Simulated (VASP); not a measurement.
# AlN in VASP: notebook

The runs below take AlN through single point, with PBE.

All numbers are computed with VASP 6.6.1; they aren't measurements. Logs are shortened: lines on timing, memory, paths and dates and some standing lists are left out, and cuts for length are marked.

## (1) The cell of the first run

The cell holds a sheet with vacuum, 2 atoms: a = 3.113 Å, b = 4.981 Å, c = 14.000 Å, α = 90.00°, β = 90.00°, γ = 90.00°.

## (2) Single point, PBE, collinear spin, ferromagnetic start

The input, INCAR:

```
SYSTEM = AlN
PREC = Accurate
ENCUT = 520
EDIFF = 1E-6
ISMEAR = 0
SIGMA = 0.1
LREAL = .FALSE.
LASPH = .TRUE.
NELM = 150
ALGO = Normal
ISIF = 2
LWAVE = .FALSE.
LCHARG = .TRUE.
ISPIN = 2
MAGMOM = 0 1
LORBIT = 11
LDIPOL = .TRUE.
IDIPOL = 3
DIPOL = 0.5 0.5 0.500
GGA = PE
LELF = .TRUE.
LVHAR = .TRUE.
LVACPOTAV = .TRUE.
NBANDS = 15
```

The input, KPOINTS:

```
regular mesh
0
G
  6 4 1
  0 0 0
```

The input, POSCAR:

```
AlN
1.0
    3.1130000000      0.0000000000      0.0000000000
    0.0000000000      4.9810000000      0.0000000000
    0.0000000000      0.0000000000     14.0000000000
Al N
1 1
Direct
    0.0000000000      0.5001000000      0.5000000000
    0.0000000000      0.8801000000      0.5000000000
```

Potentials or basis: VASP PAW PBE potentials, release 64 (Al, N).

On the command line:

```
$ cat potpaw_PBE.64/Al/POTCAR potpaw_PBE.64/N/POTCAR > POTCAR
$ mpirun -np 1 vasp_std > vasp.out
```

OUTCAR:

```text
SYSTEM = AlN
   PREC = Accurate
   ENCUT = 520
   EDIFF = 1E-6
   ISMEAR = 0
   LREAL = .FALSE.
   LASPH = .TRUE.
   NELM = 150
   ISIF = 2
   ISPIN = 2
   LORBIT = 11
   GGA = PE

 ion  position               nearest neighbor table
   1  0.000  0.500  0.500-   2 1.89
   2  0.000  0.880  0.500-   1 1.89

  LATTYP: Found a simple orthorhombic cell.
 ALAT       =     3.1130000000
 B/A-ratio  =     1.6000642467
 C/A-ratio  =     4.4972695149

  Lattice vectors:

 A1 = (   3.1130000000,   0.0000000000,   0.0000000000)
 A2 = (   0.0000000000,   4.9810000000,   0.0000000000)
 A3 = (   0.0000000000,   0.0000000000,  14.0000000000)

Analysis of symmetry for initial positions (statically):
=====================================================================
 Subroutine PRICEL returns:
 Original cell was already a primitive cell.

 Routine SETGRP: Setting up the symmetry group for a
 simple orthorhombic supercell.

 Subroutine GETGRP returns: Found  4 space group operations
 (whereof  4 operations were pure point group operations)
 out of a pool of  8 trial point group operations.

The static configuration has the point symmetry C_2v.

Analysis of symmetry for dynamics (positions and initial velocities):
=====================================================================
 Subroutine PRICEL returns:
 Original cell was already a primitive cell.

 Routine SETGRP: Setting up the symmetry group for a
 simple orthorhombic supercell.

 Subroutine GETGRP returns: Found  4 space group operations
 (whereof  4 operations were pure point group operations)
 out of a pool of  8 trial point group operations.

The dynamic configuration has the point symmetry C_2v.

Analysis of structural, dynamic, and magnetic symmetry:
=====================================================================
 Subroutine PRICEL returns:
 Original cell was already a primitive cell.

 Routine SETGRP: Setting up the symmetry group for a
 simple orthorhombic supercell.

 Subroutine GETGRP returns: Found  4 space group operations
 (whereof  4 operations were pure point group operations)
 out of a pool of  8 trial point group operations.

The overall configuration has the point symmetry C_2v.

 Subroutine INISYM returns: Found  4 space group operations
 (whereof  4 operations are pure point group operations),
 and found     1 'primitive' translations

----------------------------------------------------------------------------------------

                                     Primitive cell

  volume of cell :     217.0819

  direct lattice vectors                    reciprocal lattice vectors
     3.113000000  0.000000000  0.000000000     0.321233537  0.000000000  0.000000000
     0.000000000  4.981000000  0.000000000     0.000000000  0.200762899  0.000000000
     0.000000000  0.000000000 14.000000000     0.000000000  0.000000000  0.071428571

  length of vectors
     3.113000000  4.981000000 14.000000000     0.321233537  0.200762899  0.071428571

  position of ions in fractional coordinates (direct lattice)
     0.000000000  0.500100000  0.500000000
     0.000000000  0.880100000  0.500000000

  ion indices of the primitive-cell ions
   primitive index   ion index
                 1           1
                 2           2

----------------------------------------------------------------------------------------

 KPOINTS: regular mesh

Automatic generation of k-mesh.
 Grid dimensions read from file:
 generate k-points for:    6    4    1

 Generating k-lattice:

  Cartesian coordinates                     Fractional coordinates (reciprocal lattice)
     0.053538923  0.000000000  0.000000000     0.166666667  0.000000000  0.000000000
     0.000000000  0.050190725  0.000000000     0.000000000  0.250000000  0.000000000
     0.000000000  0.000000000  0.071428571     0.000000000  0.000000000  1.000000000

  Length of vectors
     0.053538923  0.050190725  0.071428571

  Shift w.r.t. Gamma in fractional coordinates (k-lattice)
     0.000000000  0.000000000  0.000000000

 Subroutine IBZKPT returns following result:
 ===========================================

 Found     12 irreducible k-points:

[... 31 lines left out ...]
   NELM   =    150;   NELMIN=  2; NELMDL= -5     # of ELM steps
   EDIFF  = 0.1E-05   stopping-criterion for ELM
   LREAL  =      F    real-space projection
   EDIFFG = 0.1E-04   stopping-criterion for IOM
   NSW    =      0    number of steps for IOM
   IBRION =     -1    ionic relax: 0-MD 1-quasi-New 2-CG
   NFREE  =      0    steps in history (QN), initial steepest desc. (CG)
   ISIF   =      2    stress and relaxation
   ISYM   =      2    0-nonsym 1-usesym 2-fastsym
   POTIM  = 0.5000    time-step for ionic-motion
   TEBEG  =    0.0;   TEEND  =   0.0 temperature during run
   PSTRESS=    0.0 pullay stress
   NELECT =       8.0000    total number of electrons
   NUPDOWN=      -1.0000    fix difference up-down
   EMIN   =  10.00;   EMAX   =-10.00  energy-range for DOS
   EFERMI =   0.00;   METHOD = LEGACY
   ISMEAR =     0;   SIGMA  =   0.10  broadening in eV -4-tet -1-fermi 0-gaus
   EFERMI_NEDOS =   21; number of points for ismear=-14 and -15
   IALGO  =     38    algorithm
   IMIX   =      4    mixing-type and parameters
     AMIX     =   0.40;   BMIX     =  1.00
     AMIX_MAG =   1.60;   BMIX_MAG =  1.00
  volume/ion in A,a.u.               =     108.54       732.47
  Fermi-wavevector in a.u.,A,eV,Ry     =   0.544791  1.029507  4.038178  0.296798
  Thomas-Fermi vector in A             =   1.573871
   LORBIT       =     11    0 simple, 1 ext, 2 COOP (PROOUT), +10 PAW based schemes
   GGA     = PE    functional components
   LHFCALC =     F    Hartree Fock is set to
   AEXX    =    0.0000 exact exchange contribution
   IVDW    =     0    specifies the selected vdW correction
   LEPSILON=     F    determine dielectric tensor
   LRPA    =     F    only Hartree local field effects (RPA)
 spin polarized calculation
 Gauss-broadening in eV      SIGMA  =   0.10
  energy-cutoff  :      520.00
  volume of cell :      217.08
 maximum number of plane-waves:      5882
 NGX is ok and might be reduce to    24
   NGX = 11   NGY = 19   NGZ = 53

 dipolmoment           0.000000      0.000000     -0.000000 electrons x Angstroem

 number of electron       7.9999999 magnetization       1.3549005

 dipolmoment           0.000000      0.000000      0.000000 electrons x Angstroem

 Free energy of the ion-electron system (eV)
  ---------------------------------------------------
  ext. energy  EPLUGINS =         0.00000000
  ---------------------------------------------------
  free energy    TOTEN  =        -7.53407308 eV

  energy without entropy =       -7.52874854  energy(sigma->0) =       -7.53141081

 E-fermi :  -3.7324     XC(G=0):  -2.4812

 val. band max:       -3.8157174309   @ k =   0.0000   0.5000   0.0000
 cond. band min:      -3.7117002227   @ k =   0.1667   0.5000   0.0000
 fundamental gap:      0.1040172082
 Fermi energy:        -3.7323787487

 spin component 1

 k-point     1 :       0.0000    0.0000    0.0000
  band No.  band energies     occupation
      1     -17.1116      1.00000
      2      -7.3629      1.00000
      3      -5.9528      1.00000
      4      -5.7183      1.00000
      5      -4.2052      1.00000
      6      -1.4676      0.00000
      7       0.6277      0.00000
      8       1.7669      0.00000
      9       2.0634      0.00000
     10       3.0033      0.00000
     11       4.3164      0.00000
     12       4.9116      0.00000
     13       5.3012      0.00000
     14       5.5387      0.00000
[... 184 lines left out ...]
      1     -16.6469      1.00000
      2      -6.7921      1.00000
      3      -6.3641      1.00000
      4      -5.0261      1.00000
      5      -3.1031      0.00000
      6      -1.9248      0.00000
      7       0.5498      0.00000
      8       2.8254      0.00000
      9       3.6241      0.00000
     10       4.8621      0.00000
     11       5.3840      0.00000
     12       5.9743      0.00000
     13       5.9797      0.00000
     14       6.0132      0.00000
     15       6.4051      0.00000
 Fermi energy:        -3.7323787487

 spin component 2

 k-point     1 :       0.0000    0.0000    0.0000
  band No.  band energies     occupation
      1     -15.2862      1.00000
      2      -7.0981      1.00000
      3      -5.3556      1.00000
      4      -4.3034      1.00000
      5      -1.6161      0.00000
      6      -0.8287      0.00000
      7       0.5734      0.00000
      8       1.6686      0.00000
      9       2.0024      0.00000
     10       3.1768      0.00000
     11       4.3432      0.00000
     12       4.9701      0.00000
     13       5.1987      0.00000
     14       5.7771      0.00000
[... 185 lines left out ...]
      2      -6.1909      1.00000
      3      -4.8780      1.00000
      4      -3.0391      0.00000
      5      -2.7171      0.00000
      6      -1.4313      0.00000
      7       0.6869      0.00000
      8       2.6302      0.00000
      9       3.8806      0.00000
     10       5.3603      0.00000
     11       5.5131      0.00000
     12       5.8470      0.00000
     13       5.9358      0.00000
     14       6.2235      0.00000
     15       6.3505      0.00000

------------------------ aborting loop because EDIFF is reached ----------------------------------------

  FORCE on cell =-STRESS in cart. coord.  units (eV):
  Direction    XX          YY          ZZ          XY          YZ          ZX
  --------------------------------------------------------------------------------------
  -------------------------------------------------------------------------------------
  Total       -2.3208720     -5.0179442     -0.0133747      0.0000000      0.0000000      0.0000000
  in kB      -17.1292392    -37.0350309     -0.0987120      0.0000000      0.0000000      0.0000000
  external PRESSURE =     -18.0876607 kB  Pullay stress =       0.0000000 kB

 VOLUME and BASIS-vectors are now :
 -----------------------------------------------------------------------------
  energy-cutoff  :      520.00
  volume of cell :      217.08
      direct lattice vectors                 reciprocal lattice vectors
     3.113000000  0.000000000  0.000000000     0.321233537  0.000000000  0.000000000
     0.000000000  4.981000000  0.000000000     0.000000000  0.200762899  0.000000000
     0.000000000  0.000000000 14.000000000     0.000000000  0.000000000  0.071428571

 POSITION                                       TOTAL-FORCE (eV/Angst)
 -----------------------------------------------------------------------------------
      0.00000      2.49100      7.00000         0.000000      0.749845      0.000000
      0.00000      4.38378      7.00000         0.000000     -0.749845      0.000000
 -----------------------------------------------------------------------------------
    total drift:                                0.000000      0.000079     -0.000000

  FREE ENERGIE OF THE ION-ELECTRON SYSTEM (eV)
  ---------------------------------------------------
  free  energy   TOTEN  =        -7.5340730816 eV

  energy  without entropy=       -7.5287485370  energy(sigma->0) =       -7.53141081

 vacuum level on the upper side and lower side of the slab         1.257         1.257

 total charge

# of ion       s       p       d       tot
------------------------------------------
    1        0.486   0.238   0.000   0.724
    2        1.327   2.096   0.000   3.423
--------------------------------------------------
tot          1.813   2.335   0.000   4.147

 magnetization (x)

# of ion       s       p       d       tot
------------------------------------------
    1        0.010  -0.012   0.000  -0.002
    2        0.025   0.914   0.000   0.939
--------------------------------------------------
tot          0.035   0.902   0.000   0.937
```

Run time: 3.5 min. Hardware: 1 thread of Intel Xeon 8259CL, shared host; peak memory 0.41 GiB.

Results:

| Quantity | Value |
| --- | --- |
| Free energy | -7.5341 eV |
| Largest force | 0.750 eV/Å |
| Net moment | 1.35 μB per cell |
| Site moments | Al -0.00; N +0.94 μB |
| Valence electrons inside the program's atomic spheres | Al 0.72; N 3.42 |

Forces in eV/Å, atoms in the order of the input:
```
Al   0.000  0.750  0.000
N    0.000 -0.750  0.000
```

Levels at points of the mesh, in eV from the Fermi level:
Spin up:
| k point | band 1 | band 2 | band 3 | band 4 | band 5 | band 6 | band 7 | band 8 | band 9 | band 10 |
| --- | --- | --- | --- | --- | --- | --- | --- | --- | --- | --- |
| (0.00, 0.00, 0.00) | -13.38 | -3.63 | -2.22 | -1.99 | -0.47 | 2.26 | 4.36 | 5.50 | 5.80 | 6.74 |
| (0.50, 0.00, 0.00) | -12.94 | -2.84 | -2.27 | -1.36 | 0.20 | 1.31 | 4.64 | 5.99 | 7.76 | 7.98 |
| (0.00, 0.50, 0.00) | -13.34 | -4.80 | -1.82 | -0.46 | -0.08 | 1.81 | 4.19 | 5.78 | 6.13 | 6.39 |
| (0.50, 0.50, 0.00) | -12.91 | -3.06 | -2.63 | -1.29 | 0.63 | 1.81 | 4.28 | 6.56 | 7.36 | 8.59 |
Spin down:
| k point | band 1 | band 2 | band 3 | band 4 | band 5 | band 6 |
| --- | --- | --- | --- | --- | --- | --- |
| (0.00, 0.00, 0.00) | -11.55 | -3.37 | -1.62 | -0.57 | 2.12 | 2.90 |
| (0.50, 0.00, 0.00) | -11.02 | -1.56 | -1.43 | 0.41 | 0.53 | 2.11 |
| (0.00, 0.50, 0.00) | -11.48 | -4.55 | -0.18 | 0.61 | 2.01 | 2.15 |
| (0.50, 0.50, 0.00) | -10.98 | -2.46 | -1.15 | 0.69 | 1.02 | 2.30 |

## (3) Single point, PBE

The input, INCAR:

```
SYSTEM = AlN
PREC = Accurate ; ENCUT = 520
EDIFF = 1E-6 ; ISMEAR = 0
SIGMA = 0.1 ; LREAL = .False.
LASPH = .True. ; NELM = 120
ALGO = Normal ; ISIF = 2
LWAVE = .False. ; LCHARG = .False.
LDIPOL = .True. ; IDIPOL = 3
DIPOL = 0.5 0.5 0.500 ; GGA = PE
NBANDS = 11 ; GGA_COMPAT = .False.
NELMDL = -8
```

The input, KPOINTS:

```
Automatic mesh
0
Gamma
  6 4 1
  0 0 0
```

POSCAR is that of step 2.

Potentials or basis: VASP PAW PBE potentials, release 64 (Al, N).

On the command line:

```
$ cat potpaw_PBE.64/Al/POTCAR potpaw_PBE.64/N/POTCAR > POTCAR
$ mpirun -np 1 vasp_std > vasp.out
```

It took 71 s on 1 thread of AMD EPYC 7R13, shared host; peak memory 0.28 GiB.

Results (log left out):

- Free energy: -7.3638 eV
- Largest force: 1.485 eV/Å
- Band gap on the k mesh: zero (bands 4 and 5 overlap by 0.55 eV)

Forces in eV/Å, atoms in the order of the input:
```
Al   0.000  1.485  0.000
N    0.000 -1.485  0.000
```

Levels at points of the mesh, in eV from the Fermi level:
```csv
k point,band 2,band 3,band 4,band 5,band 6,band 7
"(0.00, 0.00, 0.00)",-3.53,-1.96,-0.94,0.65,2.69,4.67
"(0.50, 0.00, 0.00)",-2.19,-1.84,-0.10,0.23,1.48,4.91
"(0.00, 0.50, 0.00)",-4.71,-0.66,0.22,0.67,2.01,4.39
"(0.50, 0.50, 0.00)",-2.76,-1.87,0.01,0.62,1.99,4.45
```
